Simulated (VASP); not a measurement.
Write the native input for VASP 6.6.1 that does the following.

- Task: single point
- Functional: PBEsol
- Potentials or basis: VASP PAW PBE potentials, release 64 (Li_sv)
- Cutoff: 520 eV
- k mesh: 20 × 20 × 20
- Occupations: gaussian, width 0.15 eV
- Spin: no spin polarisation
- Dipole correction: no
- Further INCAR settings: ALGO = Fast; EDIFF = 1e-06; NBANDS = 8

The structure of Li lies in POSCAR:

```
Li
1.0
   -1.8900000000      1.8900000000      1.7500000000
    1.8900000000     -1.8900000000      1.7500000000
    1.8900000000      1.8900000000     -1.7500000000
Li
1
Direct
    0.0000000000      0.0000000000      0.0000000000
```

This cell differs from its parent crystal: strain +0.080 along x and y, +0.000 along z.

These files were run (other wordings do the same):

INCAR

```
PREC = Accurate ; ENCUT = 520
EDIFF = 1E-6 ; ISMEAR = 0
SIGMA = 0.15 ; LREAL = F
LASPH = T ; NELM = 100
ALGO = Fast ; ISIF = 2
LWAVE = F ; LCHARG = F
GGA = PS ; NBANDS = 8
```

KPOINTS

```
Automatic mesh
0
Gamma
  20 20 20
```

Potentials or basis: VASP PAW PBE potentials, release 64 (Li_sv).

Run with:

```sh
$ cat potpaw_PBE.64/Li_sv/POTCAR > POTCAR
$ mpirun -np 1 vasp_std > vasp.out
```

Results of the run:

* Band gap on the k mesh: zero (an odd number of electrons rules out a gap without spin polarisation)

Caveat: the cell differs from its parent crystal (strain +0.080 along x and y, +0.000 along z).

It took 3 min on 1 thread of AMD EPYC 7R13, on a shared host, peak memory 0.18 GiB.
